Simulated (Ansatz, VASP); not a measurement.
## One calculation of Ga, two programs

```
Ga
1.0
     2.23185   -3.79323    0.00000
     2.23185    3.79323    0.00000
     0.00000    0.00000    4.53464
Ga
4
Direct
  0.84423 0.15577 0.08558
  0.65577 0.34423 0.58558
  0.15577 0.84423 0.91442
  0.34423 0.65577 0.41442
```

Alike in both runs: task single point; functional r2SCAN; k mesh 8 × 8 × 7; occupations methfessel-paxton of order 1, width 0.01 eV; no spin polarisation.

```csv
,VASP,Ansatz
version,VASP 6.6.1,Ansatz 0.2.0
potentials or method,"VASP PAW PBE potentials, release 64 (Ga_d), cutoff 520 eV","plane waves (500 eV) with PAW, scalar-relativistic"
valence electrons in the cell,52,52
```

Ansatz gave:

| Quantity | Value |
| --- | --- |
| pressure (GPa) | 0.0 |
| traceless stress, the component that is largest in VASP (GPa) | -0.14 |

**Question.** Which values does VASP return?

**Answer.** Pressure (GPa): 0.1; traceless stress, the component that is largest in VASP (GPa): -0.13.

VASP's potentials were made for PBE, not for r2SCAN. The functional is the same, so the differences come from potentials, cutoffs and numerics.
